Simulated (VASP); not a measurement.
# Os (P6_3/mmc) in VASP: further runs

Aim: see how the results for Os move with the level of theory and the settings. Levels: revPBE+D3(BJ), BLYP+D4, PBE. Tasks: single point.

Everything below comes from runs of VASP 6.6.1. Logs are shortened: lines on timing, memory, paths and dates and some standing lists are left out, and cuts for length are marked.

**1. The cell of the first run**

Symmetry: P6_3/mmc, No. 194, hexagonal system. Conventional cell: a = 2.697 Å, b = 2.697 Å, c = 4.261 Å, α = 90.00°, β = 90.00°, γ = 120.00°. Os (site symmetry -6m2) has 12 Os at 2.64 to 2.70 Å within 3.5 Å.

**2. Single point, revPBE+D3(BJ)**

The input, INCAR:

```
SYSTEM = Os
PREC = Accurate
ENCUT = 520
EDIFF = 1E-7
ISMEAR = -1
SIGMA = 0.05
LREAL = .FALSE.
LASPH = .TRUE.
NELM = 100
ALGO = Normal
ISIF = 2
LWAVE = .FALSE.
LCHARG = .FALSE.
GGA = RE
IVDW = 12
NBANDS = 15
```

The input, KPOINTS:

```
Automatic mesh
0
G
  11 11 6
  0 0 0
```

The input, POSCAR:

```
Os
1.0
    2.6971481730      0.0000000000      0.0000000000
   -1.3485740865      2.3357988356      0.0000000000
    0.0000000000      0.0000000000      4.2613185190
Os
2
Direct
    0.6666666667      0.3333333333      0.7500000000
    0.3333333333      0.6666666667      0.2500000000
```

Potentials or basis: VASP PAW PBE potentials, release 64 (Os).

The run is started by

```
$ cat potpaw_PBE.64/Os/POTCAR > POTCAR
$ mpirun -np 1 vasp_std > vasp.out
```

OUTCAR:

```text
SYSTEM = Os
   PREC = Accurate
   ENCUT = 520
   EDIFF = 1E-7
   ISMEAR = -1
   LREAL = .FALSE.
   LASPH = .TRUE.
   NELM = 100
   ISIF = 2
   GGA = RE
   IVDW = 12
 IVDW          = 12

 ion  position               nearest neighbor table
   1  0.667  0.333  0.750-   2 2.64   2 2.64   2 2.64   2 2.64   2 2.64   2 2.64
   2  0.333  0.667  0.250-   1 2.64   1 2.64   1 2.64   1 2.64   1 2.64   1 2.64

  LATTYP: Found a hexagonal cell.
 ALAT       =     2.6971481730
 C/A-ratio  =     1.5799348963

  Lattice vectors:

 A1 = (   2.6971481730,   0.0000000000,   0.0000000000)
 A2 = (  -1.3485740865,   2.3357988356,   0.0000000000)
 A3 = (   0.0000000000,   0.0000000000,   4.2613185190)

Analysis of symmetry for initial positions (statically):
=====================================================================
 Subroutine PRICEL returns:
 Original cell was already a primitive cell.

 Routine SETGRP: Setting up the symmetry group for a
 hexagonal supercell.

 Subroutine GETGRP returns: Found 24 space group operations
 (whereof 12 operations were pure point group operations)
 out of a pool of 24 trial point group operations.

The static configuration has the point symmetry D_3d.
 The point group associated with its full space group is D_6h.

Analysis of symmetry for dynamics (positions and initial velocities):
=====================================================================
 Subroutine PRICEL returns:
 Original cell was already a primitive cell.

 Routine SETGRP: Setting up the symmetry group for a
 hexagonal supercell.

 Subroutine GETGRP returns: Found 24 space group operations
 (whereof 12 operations were pure point group operations)
 out of a pool of 24 trial point group operations.

The dynamic configuration has the point symmetry D_3d.
 The point group associated with its full space group is D_6h.

 Subroutine INISYM returns: Found 24 space group operations
 (whereof 12 operations are pure point group operations),
 and found     1 'primitive' translations

----------------------------------------------------------------------------------------

                                     Primitive cell

  volume of cell :      26.8463

  direct lattice vectors                    reciprocal lattice vectors
     2.697148173  0.000000000  0.000000000     0.370761981  0.214059530  0.000000000
    -1.348574086  2.335798836  0.000000000     0.000000000  0.428119059  0.000000000
     0.000000000  0.000000000  4.261318519     0.000000000  0.000000000  0.234669151

  length of vectors
     2.697148173  2.697148173  4.261318519     0.428119059  0.428119059  0.234669151

  position of ions in fractional coordinates (direct lattice)
     0.666666667  0.333333333  0.750000000
     0.333333333  0.666666667  0.250000000

  ion indices of the primitive-cell ions
   primitive index   ion index
                 1           1
                 2           2

----------------------------------------------------------------------------------------

 KPOINTS: Automatic mesh

Automatic generation of k-mesh.
 Grid dimensions read from file:
 generate k-points for:   11   11    6

 Generating k-lattice:

  Cartesian coordinates                     Fractional coordinates (reciprocal lattice)
     0.033705635  0.019459957  0.000000000     0.090909091 -0.000000000  0.000000000
     0.000000000  0.038919914  0.000000000     0.000000000  0.090909091  0.000000000
     0.000000000  0.000000000  0.039111525     0.000000000  0.000000000  0.166666667

  Length of vectors
     0.038919914  0.038919914  0.039111525

  Shift w.r.t. Gamma in fractional coordinates (k-lattice)
     0.000000000  0.000000000  0.000000000

 Subroutine IBZKPT returns following result:
 ===========================================

 Found     64 irreducible k-points:

 Following reciprocal coordinates:
            Coordinates               Weight
  0.000000  0.000000  0.000000      1.000000
  0.090909 -0.000000  0.000000      6.000000
  0.181818 -0.000000  0.000000      6.000000
  0.272727 -0.000000  0.000000      6.000000
  0.363636 -0.000000  0.000000      6.000000
  0.454545 -0.000000  0.000000      6.000000
[... 16 lines left out ...]
  0.090909  0.090909  0.166667     12.000000
  0.181818  0.090909  0.166667     24.000000
 [... further k-points ...]
   k-points           NKPTS =     64   k-points in BZ     NKDIM =     64   number of bands    NBANDS=     15
   number of dos      NEDOS =    301   number of ions     NIONS =      2
   total plane-waves  NPLWV =  12800
   dimension x,y,z NGX =    20 NGY =   20 NGZ =   32
   dimension x,y,z NGXF=    40 NGYF=   40 NGZF=   64
   ions per type =               2
   NGX,Y,Z   is equivalent  to a cutoff of  12.33, 12.33, 12.48 a.u.
   NGXF,Y,Z  is equivalent  to a cutoff of  24.66, 24.66, 24.97 a.u.
 SYSTEM =  Os
   PREC   = accura    normal or accurate (medium, high low for compatibility)
   ISTART =      0    job   : 0-new  1-cont  2-samecut
   ICHARG =      2    charge: 1-file 2-atom 10-const
   ISPIN  =      1    spin polarized calculation?
   LNONCOLLINEAR =      F non collinear calculations
   LSORBIT =      F    spin-orbit coupling
   LASPH  =      T    aspherical Exc in radial PAW
   ENCUT  =  520.0 eV  38.22 Ry    6.18 a.u.   5.01  5.01  7.92*2*pi/ulx,y,z
   NELM   =    100;   NELMIN=  2; NELMDL= -5     # of ELM steps
   EDIFF  = 0.1E-06   stopping-criterion for ELM
   LREAL  =      F    real-space projection
   EDIFFG = 0.1E-05   stopping-criterion for IOM
   NSW    =      0    number of steps for IOM
   IBRION =     -1    ionic relax: 0-MD 1-quasi-New 2-CG
   NFREE  =      0    steps in history (QN), initial steepest desc. (CG)
   ISIF   =      2    stress and relaxation
   ISYM   =      2    0-nonsym 1-usesym 2-fastsym
   POTIM  = 0.5000    time-step for ionic-motion
   TEBEG  =    0.0;   TEEND  =   0.0 temperature during run
   PSTRESS=    0.0 pullay stress
   NELECT =      16.0000    total number of electrons
   NUPDOWN=      -1.0000    fix difference up-down
   EMIN   =  10.00;   EMAX   =-10.00  energy-range for DOS
   EFERMI =   0.00;   METHOD = LEGACY
   ISMEAR =    -1;   SIGMA  =   0.05  broadening in eV -4-tet -1-fermi 0-gaus
   EFERMI_NEDOS =   21; number of points for ismear=-14 and -15
   IALGO  =     38    algorithm
   IMIX   =      4    mixing-type and parameters
     AMIX     =   0.40;   BMIX     =  1.00
     AMIX_MAG =   1.60;   BMIX_MAG =  1.00
  volume/ion in A,a.u.               =      13.42        90.58
  Fermi-wavevector in a.u.,A,eV,Ry     =   1.377696  2.603468 25.824489  1.898046
  Thomas-Fermi vector in A             =   2.502826
   LORBIT       =      0    0 simple, 1 ext, 2 COOP (PROOUT), +10 PAW based schemes
   GGA     = RE    functional components
   LHFCALC =     F    Hartree Fock is set to
   AEXX    =    0.0000 exact exchange contribution
   IVDW    =    12    specifies the selected vdW correction
   LEPSILON=     F    determine dielectric tensor
   LRPA    =     F    only Hartree local field effects (RPA)
 non-spin polarized calculation
  energy-cutoff  :      520.00
  volume of cell :       26.85
 maximum number of plane-waves:       741
 NGX is ok and might be reduce to    20
   NGX =  9   NGY =  9   NGZ = 15

 number of electron      15.9999999 magnetization

 Free energy of the ion-electron system (eV)
  ---------------------------------------------------
  ext. energy  EPLUGINS =         0.00000000
  ---------------------------------------------------
  free energy    TOTEN  =       -21.27609191 eV

  energy without entropy =      -21.26377330  energy(sigma->0) =      -21.26993261

 E-fermi :  10.1146     XC(G=0): -14.2788

 val. band max:       10.0951302687   @ k =   0.0909  -0.0000   0.3333
 cond. band min:      10.1766865375   @ k =   0.3636   0.0909   0.3333
 fundamental gap:      0.0815562687
 Fermi energy:        10.1145989999

 k-point     1 :       0.0000    0.0000    0.0000
  band No.  band energies     occupation
      1      -1.1552      2.00000
      2       1.9681      2.00000
      3       6.9128      2.00000
      4       6.9128      2.00000
      5       7.1861      2.00000
      6       7.8147      2.00000
      7       7.8147      2.00000
      8       8.5041      2.00000
      9       8.5041      2.00000
     10      10.1884      0.37200
     11      11.9553      0.00000
     12      11.9553      0.00000
     13      19.7507      0.00000
     14      24.1481      0.00000
     15      26.9236      0.00000

 k-point     2 :       0.0909   -0.0000    0.0000
  band No.  band energies     occupation
      1      -0.8071      2.00000
      2       2.2743      2.00000
      3       6.3240      2.00000
      4       7.2242      2.00000
      5       7.5670      2.00000
      6       7.7319      2.00000
      7       7.9968      2.00000
      8       8.1059      2.00000
      9       8.2574      2.00000
     10       9.0763      2.00000
     11      12.1287      0.00000
     12      13.6601      0.00000
     13      19.7282      0.00000
     14      24.8759      0.00000
     15      27.3697      0.00000

 k-point     3 :       0.1818   -0.0000    0.0000
  band No.  band energies     occupation
      1       0.1500      2.00000
      2       2.9843      2.00000
      3       5.6417      2.00000
      4       6.4440      2.00000
      5       7.1254      2.00000
      6       7.7036      2.00000
      7       8.1259      2.00000
      8       8.4385      2.00000
      9       8.5178      2.00000
     10       8.9425      2.00000
     11      12.4799      0.00000
     12      16.1576      0.00000
     13      19.5386      0.00000
     14      26.2279      0.00000
     15      27.6331      0.00000
[... 343 lines left out ...]
 k-point    23 :       0.0909    0.0909    0.1667
  band No.  band energies     occupation
      1       0.1710      2.00000
      2       2.9096      2.00000
      3       5.7915      2.00000
      4       6.2237      2.00000
      5       7.0253      2.00000
      6       7.4053      2.00000
      7       7.9156      2.00000
      8       8.2764      2.00000
      9       9.0381      2.00000
     10       9.1023      2.00000
     11      12.2672      0.00000
     12      14.4221      0.00000
     13      21.2278      0.00000
     14      25.5216      0.00000
     15      27.7159      0.00000

 k-point    24 :       0.1818    0.0909    0.1667
  band No.  band energies     occupation
      1       1.2382      2.00000
      2       3.6439      2.00000
      3       5.1105      2.00000
      4       5.3360      2.00000
      5       6.6519      2.00000
      6       7.3117      2.00000
      7       7.9386      2.00000
      8       8.9332      2.00000
      9       9.5822      1.99995
     10       9.9903      1.84617
     11      12.4407      0.00000
     12      16.0366      0.00000
     13      21.1592      0.00000
     14      25.7876      0.00000
     15      26.7734      0.00000

 [... further k-points ...]

------------------------ aborting loop because EDIFF is reached ----------------------------------------

 Edisp (eV)   -2.50904

 E8    (eV) :    -1.8486

  FORCE on cell =-STRESS in cart. coord.  units (eV):
  Direction    XX          YY          ZZ          XY          YZ          ZX
  --------------------------------------------------------------------------------------
  -------------------------------------------------------------------------------------
  Total       2.67842     2.67842     2.96440    -0.00000    -0.00000     0.00000
  in kB     159.84692   159.84692   176.91423    -0.00000    -0.00000     0.00000
  external pressure =      165.54 kB  Pullay stress =        0.00 kB

 VOLUME and BASIS-vectors are now :
 -----------------------------------------------------------------------------
  energy-cutoff  :      520.00
  volume of cell :       26.85
      direct lattice vectors                 reciprocal lattice vectors
     2.697148173  0.000000000  0.000000000     0.370761981  0.214059530  0.000000000
    -1.348574086  2.335798836  0.000000000     0.000000000  0.428119059  0.000000000
     0.000000000  0.000000000  4.261318519     0.000000000  0.000000000  0.234669151

 POSITION                                       TOTAL-FORCE (eV/Angst)
 -----------------------------------------------------------------------------------
      1.34857      0.77860      3.19599         0.000000     -0.000000      0.000000
     -0.00000      1.55720      1.06533        -0.000000      0.000000      0.000000
 -----------------------------------------------------------------------------------
    total drift:                               -0.000000      0.000000     -0.000000

  FREE ENERGIE OF THE ION-ELECTRON SYSTEM (eV)
  ---------------------------------------------------
  free  energy   TOTEN  =       -23.7851367716 eV

  energy  without entropy=      -23.7728181601  energy(sigma->0) =      -23.77897747
```

It took 16 s on 1 thread of Intel Xeon Platinum 8375C at 2.90GHz (Ice Lake), shared host; peak memory 0.16 GiB.

What came out:

* Free energy: -23.7851 eV
* Pressure: 16.6 GPa
* Band gap on the k mesh: zero (band 8 reaches 12.41 eV, above the bottom of band 9 at 8.26 eV)
* Dispersion energy per atom: -1.255 eV

Stress tensor (GPa, compression positive):
```
15.98  0.00  0.00
 0.00 15.98  0.00
 0.00  0.00 17.69
```

Caveat: the PAW data sets were made with another functional, which shifts forces and pressure a little; spin-orbit coupling is left out, which moves the levels of the heavy elements; pairwise dispersion overbinds metals, which lowers pressure and volume.

(Part 1 of 2 ends here.)
